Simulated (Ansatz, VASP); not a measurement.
**SiC: VASP beside Ansatz**

```
Si C
1.0
     0.00000    1.99195    2.58953
     1.99195    0.00000    2.58953
     1.99195    1.99195    0.00000
Si C
1 1
Direct
  0.00000 0.00000 0.00000
  0.75000 0.75000 0.75000
```

Alike in both runs: task single point; functional PBE; k mesh 12 × 12 × 12; occupations gaussian, width 0.05 eV; no spin polarisation.

|  | VASP | Ansatz |
| --- | --- | --- |
| version | VASP 6.6.1 | Ansatz 0.2.0 |
| potentials or method | VASP PAW PBE potentials, release 64 (Si, C), cutoff 520 eV | scalar-relativistic, plane waves, PAW |
| valence electrons in the cell | 8 | 8 |

Ansatz gave:

* gap on the k mesh at the Fermi level (eV): none
* pressure (GPa): 1.9
* traceless stress, the component that is largest in VASP (GPa): -70.55

Task: Which values does VASP return?

Result: gap on the k mesh at the Fermi level (eV): none; pressure (GPa): 1.9; traceless stress, the component that is largest in VASP (GPa): -70.64.

A gap of «none» marks a metal or a gap that the smearing closes. The functional is the same, so the differences come from potentials, cutoffs and numerics.
